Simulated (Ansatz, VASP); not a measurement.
**KMgF3: VASP beside Ansatz**

```xyz
5
Lattice="3.9859 0.0000 0.0000 0.0000 3.9859 0.0000 0.0000 0.0000 3.9859" Properties=species:S:1:pos:R:3 pbc="T T T"
K     1.9929    1.9929    1.9929
Mg    0.0000    0.0000    0.0000
F     0.0000    0.0000    1.9929
F     0.0000    1.9929    0.0000
F     1.9929    0.0000    0.0000
```

Alike in both runs: functional r2SCAN; k mesh 7 × 7 × 7; occupations fermi-dirac, width 0.05 eV; no spin polarisation.

```csv
,VASP,Ansatz
version,VASP 6.6.1,Ansatz 0.2.0
potentials or method,"VASP PAW PBE potentials, release 64 (K_sv, Mg, F)",Ansatz PAW
plane-wave cutoff (eV),520,500
valence electrons in the cell,32,40
task,single point,projected density of states
```

|  | VASP | Ansatz | Ansatz less VASP |
| --- | --- | --- | --- |
| gap on the k mesh at the Fermi level (eV) | 8.28 | 8.30 | +0.021 |
| least direct gap on the mesh (eV) | 8.57 | 8.58 | +0.014 |
| pressure (GPa) | -0.9 | -0.3 | +0.63 |

VASP's potentials were made for PBE, not for r2SCAN. VASP's potentials hold 32 valence electrons a cell and Ansatz's 40, so a difference there can come from the potentials and not from the codes.

Noted on Ansatz's run: odd divisions of the mesh miss points on the zone boundary, where band edges often lie, so the gap on the mesh can be too wide.
